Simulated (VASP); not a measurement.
Here is a VASP 6.6.1 calculation.

The input INCAR:

```
PREC     = Accurate       # precision mode
ENCUT    = 520            # plane-wave cutoff, eV
EDIFF    = 1E-7           # SCF threshold, eV
ISMEAR   = 0              # smearing method
SIGMA    = 0.15           # smearing width, eV
LREAL    = F              # projectors in reciprocal space
LASPH    = T              # aspherical terms in the spheres
NELM     = 150            # most SCF steps
ALGO     = Normal         # electronic algorithm
ISIF     = 2              # what is computed and relaxed
LWAVE    = F              # write WAVECAR
LCHARG   = F              # write CHGCAR
ISPIN    = 2              # spin polarisation
MAGMOM   = -0.01 0.16     # initial moments
LORBIT   = 11             # projections on sites
LMAXMIX  = 4              # l up to which the mixer works
GGA      = PE             # functional
NBANDS   = 17             # bands
```

File KPOINTS:

```
Automatic mesh
0
Gamma
  16 16 16
```

Contents of POSCAR:

```
AlCo
1.0
    2.8194032100      0.0000000000      0.0000000000
    0.0000000000      2.8194032100      0.0000000000
    0.0000000000      0.0000000000      2.8194032100
Al Co
1 1
Direct
    0.0000000000      0.0000000000      0.0000000000
    0.5000000000      0.5000000000      0.4645315010
```

Potentials or basis: VASP PAW PBE potentials, release 64 (Al, Co).

Command:

```sh
$ cat potpaw_PBE.64/Al/POTCAR potpaw_PBE.64/Co/POTCAR > POTCAR
$ mpirun -np 1 vasp_std > vasp.out
```

(1) Estimate the net moment.

(2) Predict the pressure.

Results:

(1) 0.00 μB per cell.

(2) 7.4 GPa.

Caveat: the cell differs from its parent crystal (atom 2 (Co) moved by (+0.000, -0.100) A along [1 1 0] and z).
